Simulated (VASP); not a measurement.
Here is a VASP 6.6.1 calculation.

File INCAR:

```
SYSTEM = Al
PREC     = Accurate       ! precision mode
ENCUT    = 520            ! plane-wave cutoff, eV
EDIFF    = 1E-7           ! SCF threshold, eV
ISMEAR   = 0              ! smearing method
SIGMA    = 0.15           ! smearing width, eV
LREAL    = .False.        ! projectors in reciprocal space
LASPH    = .True.         ! aspherical terms in the spheres
NELM     = 60             ! most SCF steps
ALGO     = Fast           ! electronic algorithm
ISIF     = 2              ! what is computed and relaxed
LWAVE    = .False.        ! write WAVECAR
LCHARG   = .False.        ! write CHGCAR
GGA      = PE             ! functional
IVDW     = 12             ! dispersion correction
NBANDS   = 18             ! bands
ISYM     = 0
```

File KPOINTS:

```
regular mesh
0
Gamma
  18 18 3
  0 0 0
```

POSCAR

```
Al
1.0
   -2.8035700760      0.0000000000      0.0000000000
   -1.4017850380     -2.4279629071      0.0000000000
   -2.8035700760     -1.6186419381     14.0252688885
Al
6
Direct
    0.6111000000      0.6111000000      0.0833500000
    0.3888777778      0.3888777778      0.4166833333
    0.1666555556      0.1666555556      0.7500166667
   -0.2777888889     -0.2777888889      0.9166833333
    0.1666555556      0.1666555556      0.2500166667
   -0.0555666667     -0.0555666667      0.5833500000
```

Potentials or basis: VASP PAW PBE potentials, release 64 (Al).

Run with:

```bash
$ cat potpaw_PBE.64/Al/POTCAR > POTCAR
$ mpirun -np 1 vasp_std > vasp.out
```

Task: What does it give for the pressure?

Result: 2.8 GPa.

Task: Predict the largest force.

Result: 2.090 eV/Å.

Task: Predict the band gap on the k mesh.

Result: Zero (band 9 reaches 11.87 eV, above the bottom of band 10 at 6.75 eV).

Forces in eV/Å, atoms in the order of the input:
```
Al  -0.002 -0.001  2.090
Al  -0.001 -0.001  0.018
Al  -0.003 -0.002  0.054
Al   0.002  0.001 -2.090
Al   0.003  0.002 -0.054
Al   0.001  0.001 -0.018
```

Caveat: pairwise dispersion overbinds metals, which lowers pressure and volume; forces of over 1 eV/Å act on the atoms, so gaps and moduli don't describe the material at rest.
